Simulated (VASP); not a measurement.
# BAs in VASP: notebook

Runs on BAs. Level: LDA. Tasks: single point, electric field gradients.

Everything below comes from runs of VASP 6.6.1. Logs are shortened: lines on timing, memory, paths and dates and some standing lists are left out, and cuts for length are marked.

**1. The cell of the first run**

It takes space group F-43m (No. 216, cubic). The conventional cell has a = 4.777 Å, b = 4.777 Å, c = 4.777 Å, α = 90.00°, β = 90.00°, γ = 90.00°. B (site symmetry -43m) has 4 As at 2.07 Å within 2.7 Å. As (site symmetry -43m) has 4 B at 2.07 Å within 2.7 Å.

**2. Single point, LDA**

POSCAR reads:

```
BAs
1.0
    0.0000000000      2.3885000000      2.3885000000
    2.3885000000      0.0000000000      2.3885000000
    2.3885000000      2.3885000000      0.0000000000
B As
1 1
Direct
    0.0000000000      0.0000000000      0.0000000000
    0.7500000000      0.7500000000      0.7500000000
```

INCAR.step1 reads:

```
SYSTEM = BAs
ALGO = Normal
EDIFF = 1E-7
ENCUT = 520
GGA = CA
ISIF = 2
ISMEAR = -1
LASPH = .TRUE.
LCHARG = .TRUE.
LREAL = .FALSE.
LWAVE = .FALSE.
NBANDS = 11
NELM = 60
PREC = Accurate
SIGMA = 0.03
```

KPOINTS.step1 reads:

```
k-points
0
G
  15 15 15
  0 0 0
```

INCAR.step2 reads:

```
SYSTEM = BAs
ALGO = Normal
EDIFF = 1E-7
ENCUT = 520
GGA = CA
ICHARG = 11
ISIF = 2
ISMEAR = -5
LASPH = .TRUE.
LCHARG = .FALSE.
LORBIT = 11
LREAL = .FALSE.
LWAVE = .FALSE.
NEDOS = 2001
NELM = 60
PREC = Accurate
SIGMA = 0.03
```

KPOINTS.step2 reads:

```
k-points
0
G
  23 23 23
  0 0 0
```

Potentials or basis: VASP PAW LDA potentials, release 64 (B, As).

Launch:

```sh
$ cat potpaw_LDA.64/B/POTCAR potpaw_LDA.64/As/POTCAR > POTCAR
$ cp INCAR.step1 INCAR
$ cp KPOINTS.step1 KPOINTS
$ mpirun -np 1 vasp_std > vasp.out
$ cp INCAR.step2 INCAR
$ cp KPOINTS.step2 KPOINTS
$ mpirun -np 1 vasp_std > vasp.out
```

OUTCAR:

```text
SYSTEM = BAs
   EDIFF = 1E-7
   ENCUT = 520
   GGA = CA
   ICHARG = 11
   ISIF = 2
   ISMEAR = -5
   LASPH = .TRUE.
   LORBIT = 11
   LREAL = .FALSE.
   NELM = 60
   PREC = Accurate

 ion  position               nearest neighbor table
   1  0.000  0.000  0.000-   2 2.07   2 2.07   2 2.07   2 2.07
   2  0.750  0.750  0.750-   1 2.07   1 2.07   1 2.07   1 2.07

  LATTYP: Found a face centered cubic cell.
 ALAT       =     4.7770000000

  Lattice vectors:

 A1 = (   0.0000000000,   2.3885000000,   2.3885000000)
 A2 = (   2.3885000000,   0.0000000000,   2.3885000000)
 A3 = (   2.3885000000,   2.3885000000,   0.0000000000)

Analysis of symmetry for initial positions (statically):
=====================================================================
 Subroutine PRICEL returns:
 Original cell was already a primitive cell.

 Routine SETGRP: Setting up the symmetry group for a
 face centered cubic supercell.

 Subroutine GETGRP returns: Found 24 space group operations
 (whereof 24 operations were pure point group operations)
 out of a pool of 48 trial point group operations.

The static configuration has the point symmetry T_d .

Analysis of symmetry for dynamics (positions and initial velocities):
=====================================================================
 Subroutine PRICEL returns:
 Original cell was already a primitive cell.

 Routine SETGRP: Setting up the symmetry group for a
 face centered cubic supercell.

 Subroutine GETGRP returns: Found 24 space group operations
 (whereof 24 operations were pure point group operations)
 out of a pool of 48 trial point group operations.

The dynamic configuration has the point symmetry T_d .

 Subroutine INISYM returns: Found 24 space group operations
 (whereof 24 operations are pure point group operations),
 and found     1 'primitive' translations

----------------------------------------------------------------------------------------

                                     Primitive cell

  volume of cell :      27.2525

  direct lattice vectors                    reciprocal lattice vectors
     0.000000000  2.388500000  2.388500000    -0.209336404  0.209336404  0.209336404
     2.388500000  0.000000000  2.388500000     0.209336404 -0.209336404  0.209336404
     2.388500000  2.388500000  0.000000000     0.209336404  0.209336404 -0.209336404

  length of vectors
     3.377849094  3.377849094  3.377849094     0.362581287  0.362581287  0.362581287

  position of ions in fractional coordinates (direct lattice)
     0.000000000  0.000000000  0.000000000
     0.750000000  0.750000000  0.750000000

  ion indices of the primitive-cell ions
   primitive index   ion index
                 1           1
                 2           2

----------------------------------------------------------------------------------------

 KPOINTS: k-points

Automatic generation of k-mesh.
 Grid dimensions read from file:
 generate k-points for:   23   23   23

 Generating k-lattice:

  Cartesian coordinates                     Fractional coordinates (reciprocal lattice)
    -0.009101583  0.009101583  0.009101583     0.043478261  0.000000000  0.000000000
     0.009101583 -0.009101583  0.009101583     0.000000000  0.043478261  0.000000000
     0.009101583  0.009101583 -0.009101583     0.000000000  0.000000000  0.043478261

  Length of vectors
     0.015764404  0.015764404  0.015764404

  Shift w.r.t. Gamma in fractional coordinates (k-lattice)
     0.000000000  0.000000000  0.000000000

 TETIRR: Found   1662 inequivalent tetrahedra from    73002

 Subroutine IBZKPT returns following result:
 ===========================================

 Found    364 irreducible k-points:

 Following reciprocal coordinates:
            Coordinates               Weight
  0.000000  0.000000  0.000000      1.000000
  0.043478  0.000000  0.000000      8.000000
  0.086957  0.000000  0.000000      8.000000
  0.130435  0.000000  0.000000      8.000000
  0.173913  0.000000  0.000000      8.000000
  0.217391  0.000000  0.000000      8.000000
[... 16 lines left out ...]
  0.478261  0.043478  0.000000     24.000000
 -0.478261  0.043478  0.000000     24.000000
 [... further k-points ...]
   k-points           NKPTS =    364   k-points in BZ     NKDIM =    364   number of bands    NBANDS=      8
   number of dos      NEDOS =   2001   number of ions     NIONS =      2
   total plane-waves  NPLWV =  21952
   dimension x,y,z NGX =    28 NGY =   28 NGZ =   28
   dimension x,y,z NGXF=    56 NGYF=   56 NGZF=   56
   ions per type =               1   1
   NGX,Y,Z   is equivalent  to a cutoff of  13.78, 13.78, 13.78 a.u.
   NGXF,Y,Z  is equivalent  to a cutoff of  27.56, 27.56, 27.56 a.u.
 SYSTEM =  BAs
   PREC   = accura    normal or accurate (medium, high low for compatibility)
   ISTART =      0    job   : 0-new  1-cont  2-samecut
   ICHARG =     11    charge: 1-file 2-atom 10-const
   ISPIN  =      1    spin polarized calculation?
   LNONCOLLINEAR =      F non collinear calculations
   LSORBIT =      F    spin-orbit coupling
   LASPH  =      T    aspherical Exc in radial PAW
   ENCUT  =  520.0 eV  38.22 Ry    6.18 a.u.   6.28  6.28  6.28*2*pi/ulx,y,z
   NELM   =     60;   NELMIN=  2; NELMDL=  0     # of ELM steps
   EDIFF  = 0.1E-06   stopping-criterion for ELM
   LREAL  =      F    real-space projection
   EDIFFG = 0.1E-05   stopping-criterion for IOM
   NSW    =      0    number of steps for IOM
   IBRION =     -1    ionic relax: 0-MD 1-quasi-New 2-CG
   NFREE  =      0    steps in history (QN), initial steepest desc. (CG)
   ISIF   =      2    stress and relaxation
   ISYM   =      2    0-nonsym 1-usesym 2-fastsym
   POTIM  = 0.5000    time-step for ionic-motion
   TEBEG  =    0.0;   TEEND  =   0.0 temperature during run
   PSTRESS=    0.0 pullay stress
   NELECT =       8.0000    total number of electrons
   NUPDOWN=      -1.0000    fix difference up-down
   EMIN   =  10.00;   EMAX   =-10.00  energy-range for DOS
   EFERMI =   0.00;   METHOD = LEGACY
   ISMEAR =    -5;   SIGMA  =   0.03  broadening in eV -4-tet -1-fermi 0-gaus
   EFERMI_NEDOS =   21; number of points for ismear=-14 and -15
   IALGO  =     38    algorithm
   IMIX   =      4    mixing-type and parameters
     AMIX     =   0.40;   BMIX     =  1.00
     AMIX_MAG =   1.60;   BMIX_MAG =  1.00
  volume/ion in A,a.u.               =      13.63        91.95
  Fermi-wavevector in a.u.,A,eV,Ry     =   1.088018  2.056057 16.106360  1.183784
  Thomas-Fermi vector in A             =   2.224191
   LORBIT       =     11    0 simple, 1 ext, 2 COOP (PROOUT), +10 PAW based schemes
   GGA     = CA    functional components
   LHFCALC =     F    Hartree Fock is set to
   AEXX    =    0.0000 exact exchange contribution
   IVDW    =     0    specifies the selected vdW correction
   LEPSILON=     F    determine dielectric tensor
   LRPA    =     F    only Hartree local field effects (RPA)
 non-spin polarized calculation
 Fermi weights with tetrahedron method with Bloechl corrections
  energy-cutoff  :      520.00
  volume of cell :       27.25
 maximum number of plane-waves:       751
 NGX is ok and might be reduce to    28

 number of electron       8.0000000 magnetization

 Free energy of the ion-electron system (eV)
  ---------------------------------------------------
  ext. energy  EPLUGINS =         0.00000000
  ---------------------------------------------------
  free energy    TOTEN  =       -12.92245030 eV

  energy without entropy =      -12.92245030  energy(sigma->0) =      -12.92245030

 E-fermi :   6.1634     XC(G=0): -10.7840

 val. band max:        6.1555233321   @ k =   0.0000   0.0000   0.0000
 cond. band min:       7.2813410751   @ k =   0.3913   0.3913   0.0000
 fundamental gap:      1.1258177430
 Fermi energy:         6.1633798717

 k-point     1 :       0.0000    0.0000    0.0000
  band No.  band energies     occupation
      1      -9.2198      2.00000
      2       6.1555      2.00000
      3       6.1555      2.00000
      4       6.1555      2.00000
      5       9.4073      0.00000
      6       9.4073      0.00000
      7       9.4073      0.00000
      8      10.8492      0.00000

 k-point     2 :       0.0435    0.0000    0.0000
  band No.  band energies     occupation
      1      -9.1888      2.00000
      2       5.8292      2.00000
      3       6.0911      2.00000
      4       6.0911      2.00000
      5       9.4843      0.00000
      6       9.4915      0.00000
      7       9.4915      0.00000
      8      11.0229      0.00000

 k-point     3 :       0.0870    0.0000    0.0000
  band No.  band energies     occupation
      1      -9.0959      2.00000
      2       5.0484      2.00000
      3       5.9198      2.00000
      4       5.9198      2.00000
      5       9.5498      0.00000
      6       9.7168      0.00000
      7       9.7168      0.00000
      8      11.5178      0.00000
[... 210 lines left out ...]
 k-point    23 :       0.4783    0.0435    0.0000
  band No.  band energies     occupation
      1      -6.4229      2.00000
      2      -2.4496      2.00000
      3       4.1879      2.00000
      4       4.2603      2.00000
      5       9.0150      0.00000
      6      10.8245      0.00000
      7      11.0612      0.00000
      8      14.9299      0.00000

 k-point    24 :      -0.4783    0.0435    0.0000
  band No.  band energies     occupation
      1      -6.3427      2.00000
      2      -2.5706      2.00000
      3       4.1261      2.00000
      4       4.2946      2.00000
      5       9.0081      0.00000
      6      10.8660      0.00000
      7      11.0036      0.00000
      8      14.9414      0.00000

 [... further k-points ...]

------------------------ aborting loop because EDIFF is reached ----------------------------------------

  FORCE on cell =-STRESS in cart. coord.  units (eV):
  Direction    XX          YY          ZZ          XY          YZ          ZX
  --------------------------------------------------------------------------------------
  -------------------------------------------------------------------------------------
  Total       -0.5229272     -0.5229272     -0.5229272     -0.0000000     -0.0000000      0.0000000
  in kB      -30.7429882    -30.7429882    -30.7429882     -0.0000000     -0.0000000      0.0000000
  external PRESSURE =     -30.7429882 kB  Pullay stress =       0.0000000 kB

 VOLUME and BASIS-vectors are now :
 -----------------------------------------------------------------------------
  energy-cutoff  :      520.00
  volume of cell :       27.25
      direct lattice vectors                 reciprocal lattice vectors
     0.000000000  2.388500000  2.388500000    -0.209336404  0.209336404  0.209336404
     2.388500000  0.000000000  2.388500000     0.209336404 -0.209336404  0.209336404
     2.388500000  2.388500000  0.000000000     0.209336404  0.209336404 -0.209336404

 POSITION                                       TOTAL-FORCE (eV/Angst)
 -----------------------------------------------------------------------------------
      0.00000      0.00000      0.00000        -0.000000     -0.000000     -0.000000
      3.58275      3.58275      3.58275         0.000000      0.000000      0.000000
 -----------------------------------------------------------------------------------
    total drift:                                0.000000      0.000000      0.000000

  FREE ENERGIE OF THE ION-ELECTRON SYSTEM (eV)
  ---------------------------------------------------
  free  energy   TOTEN  =       -12.9224503040 eV

  energy  without entropy=      -12.9224503040  energy(sigma->0) =      -12.92245030

 total charge

# of ion       s       p       d       tot
------------------------------------------
    1        0.651   1.180   0.000   1.831
    2        1.179   1.674   0.087   2.939
--------------------------------------------------
tot          1.830   2.854   0.087   4.771
```

It took 43 s on 1 thread of Intel Xeon Platinum 8488C (Sapphire Rapids), shared host; peak memory 0.21 GiB.

Results:

* Valence electrons inside the program's atomic spheres: B 1.83; As 2.94

Levels at points of the mesh, in eV from the valence-band top:
```csv
k point,band 1,band 2,band 3,band 4,band 5,band 6,band 7,band 8
"(0.00, 0.00, 0.00)",-15.38,0.00,0.00,0.00,3.25,3.25,3.25,4.69
```

**3. Electric field gradients, LDA (zz strain of +2 %)**

INCAR reads:

```
PREC     = Accurate       # precision mode
ENCUT    = 520            # plane-wave cutoff, eV
EDIFF    = 1E-8           # SCF threshold, eV
ISMEAR   = -1             # smearing method
SIGMA    = 0.03           # smearing width, eV
LREAL    = False          # projectors in reciprocal space
LASPH    = True           # aspherical terms in the spheres
NELM     = 60             # most SCF steps
ALGO     = Normal         # electronic algorithm
ISIF     = 2              # what is computed and relaxed
LWAVE    = False          # write WAVECAR
LCHARG   = False          # write CHGCAR
GGA      = CA             # functional
LEFG     = True         
NBANDS   = 11             # bands
```

KPOINTS reads:

```
Automatic mesh
0
Gamma
  15 15 15
```

POSCAR reads:

```
BAs
1.0
    0.0000000000      2.3885000000      2.4362700000
    2.3885000000      0.0000000000      2.4362700000
    2.3885000000      2.3885000000      0.0000000000
B As
1 1
Direct
    0.0000000000      0.0000000000      0.0000000000
    0.7500000000      0.7500000000      0.7500000000
```

Potentials or basis: VASP PAW LDA potentials, release 64 (B, As).

Launch:

```sh
$ cat potpaw_LDA.64/B/POTCAR potpaw_LDA.64/As/POTCAR > POTCAR
$ mpirun -np 1 vasp_std > vasp.out
```

OUTCAR:

```text
PREC = Accurate
   ENCUT = 520
   EDIFF = 1E-8
   ISMEAR = -1
   LREAL = False
   LASPH = True
   NELM = 60
   ISIF = 2
   GGA = CA

 ion  position               nearest neighbor table
   1  0.000  0.000  0.000-   2 2.08   2 2.08   2 2.08   2 2.08
   2  0.750  0.750  0.750-   1 2.08   1 2.08   1 2.08   1 2.08

  LATTYP: Found a body centered tetragonal cell.
 ALAT       =     3.3778490937
 C/A-ratio  =     1.4424978336

  Lattice vectors:

 A1 = (  -2.3885000000,   0.0000000000,   2.4362700000)
 A2 = (   2.3885000000,   0.0000000000,   2.4362700000)
[... 548 lines left out ...]
  ---------------------------------------------------
  free  energy   TOTEN  =       -12.9017754101 eV

  energy  without entropy=      -12.9017754099  energy(sigma->0) =      -12.90177541

 Electric field gradients (V/A^2)
---------------------------------------------------------------------
 ion       V_xx      V_yy      V_zz      V_xy      V_xz      V_yz
---------------------------------------------------------------------
   1      -0.059    -0.059     0.117    -0.000    -0.000    -0.000
   2      -1.376    -1.376     2.752     0.000     0.000     0.000
---------------------------------------------------------------------

 Electric field gradients after diagonalization (V/A^2)
 (convention: |V_zz| > |V_xx| > |V_yy|)
----------------------------------------------------------------------
 ion       V_xx      V_yy      V_zz     asymmetry (V_yy - V_xx)/ V_zz
----------------------------------------------------------------------
   1      -0.059    -0.059     0.117       0.000
   2      -1.376    -1.376     2.752       0.000
----------------------------------------------------------------------

           NMR quadrupolar parameters

 Cq : quadrupolar parameter    Cq=e*Q*V_zz/h
 eta: asymmetry parameters     (V_yy - V_xx)/ V_zz
 Q  : nuclear electric quadrupole moment in mb (millibarn)
----------------------------------------------------------------------
 ion       Cq(MHz)       eta       Q (mb)
----------------------------------------------------------------------
   1       0.000       0.000       1.000
   2       0.007       0.000       1.000
----------------------------------------------------------------------
```

OSZICAR:

```text
N       E                     dE             d eps       ncg     rms          rms(c)
DAV:   1     0.105370964123E+02    0.10537E+02   -0.37506E+03  6336   0.637E+02
DAV:   2    -0.128361027933E+02   -0.23373E+02   -0.22223E+02  8343   0.104E+02
DAV:   3    -0.135806062630E+02   -0.74450E+00   -0.74266E+00  7921   0.172E+01
DAV:   4    -0.135827974001E+02   -0.21911E-02   -0.21910E-02  7030   0.105E+00
DAV:   5    -0.135828011566E+02   -0.37564E-05   -0.37564E-05  7652   0.467E-02    0.487E+00
DAV:   6    -0.129886835405E+02    0.59412E+00   -0.16201E+00  6792   0.504E+00    0.230E+00
DAV:   7    -0.129145754139E+02    0.74108E-01   -0.17609E-01  7504   0.211E+00    0.880E-01
DAV:   8    -0.129017449164E+02    0.12830E-01   -0.22555E-02  7293   0.786E-01    0.956E-02
DAV:   9    -0.129017674996E+02   -0.22583E-04   -0.76868E-04  7101   0.167E-01    0.545E-02
DAV:  10    -0.129017740926E+02   -0.65930E-05   -0.76785E-05  6780   0.498E-02    0.122E-02
DAV:  11    -0.129017755420E+02   -0.14494E-05   -0.16913E-06  7732   0.830E-03    0.112E-02
DAV:  12    -0.129017754096E+02    0.13243E-06   -0.82219E-07  6903   0.374E-03    0.312E-03
DAV:  13    -0.129017754101E+02   -0.50017E-09   -0.33868E-08  7476   0.120E-03
   1 F= -.12901775E+02 E0= -.12901775E+02  d E =-.132318E-09
```

stdout:

```text
POSCAR found type information on POSCAR B As
 POSCAR found :  2 types and       2 ions
 scaLAPACK will be used
 LDA part: xc-table for (Slater(with rela. corr.)+CA(PZ))
 , standard interpolation
 POSCAR, INCAR and KPOINTS ok, starting setup
 FFT: planning ... GRIDC
 FFT: planning ... GRID_SOFT
 FFT: planning ... GRID
 WAVECAR not read
 entering main loop
ion   1

ion   2
```

It took 47 s on 1 thread of Intel Xeon Platinum 8488C (Sapphire Rapids), shared host; peak memory 0.21 GiB.

Results:

```yaml
Free_energy: -12.9018 eV
Pressure: -5.6 GPa
Band_gap_on_the_k_mesh: 0.99 eV (least direct gap 3.12 eV)
Largest_electric_field_gradient_by_atom: B +0.1; As +2.8 V/Å²
```

Levels at points of the mesh, in eV from the valence-band top:
```tsv
k point	band 1	band 2	band 3	band 4	band 5	band 6	band 7	band 8	band 9
(0.00, 0.00, 0.00)	-15.26	-0.19	0.00	0.00	3.12	3.12	3.25	4.37	9.20
```

Electric field gradients, principal values (V/Å²):
```csv
atom,least,middle,greatest (by size)
1 B,-0.059,-0.059,0.117
2 As,-1.376,-1.376,2.752
```

Caveat: the cell differs from its parent crystal (zz strain of +2 %); the cell stands under tension; without QUAD_EFG the Cq values of the log hold for a quadrupole moment of 1 mb, not for the nuclei; an odd mesh through Γ misses points on the zone boundary, where band edges can lie.

[end of part 1 of 2]
